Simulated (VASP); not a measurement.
Hf:

```xyz
1
Lattice="0.0000 2.2200 2.2200 2.2200 0.0000 2.2200 2.2200 2.2200 0.0000" Properties=species:S:1:pos:R:3 pbc="T T T"
Hf    0.0000    0.0000    0.0000
```

- Program: VASP 6.6.1
- Task: relaxation of cell and atoms
- Functional: BLYP
- Dispersion: D3(BJ)
- Potentials or basis: VASP PAW PBE potentials, release 64 (Hf_pv)
- Cutoff: 600 eV
- k mesh: 10 × 10 × 10
- Occupations: fermi-dirac, width 0.05 eV
- Spin: no spin polarisation

At the start: pressure -2.8 GPa; volume 21.88 Å³/atom.

Q: Where does the relaxation end?

A: Over 3 steps the energy falls by 5.0 meV/atom and the volume is 21.33 Å³/atom (-2.5 %); space group Fm-3m (No. 225, to 0.05 Å).

Step by step:
| step | energy change (eV) | largest force (eV/Å) | pressure (GPa) | volume (Å³) |
| --- | --- | --- | --- | --- |
| 1 | 0.0000 | 0.0000 | -2.81 | 21.88 |
| 2 | 0.0020 | 0.0000 | 3.63 | 20.69 |
| 3 | -0.0050 | 0.0000 | -0.02 | 21.33 |

Final structure:
```
Hf
1.0
     0.00000    2.20107    2.20107
     2.20107    0.00000    2.20107
     2.20107    2.20107    0.00000
Hf
1
Direct
  0.00000 0.00000 0.00000
```

Caveat: the PAW data sets were made with another functional, which shifts forces and pressure a little; pairwise dispersion overbinds metals, which lowers pressure and volume.
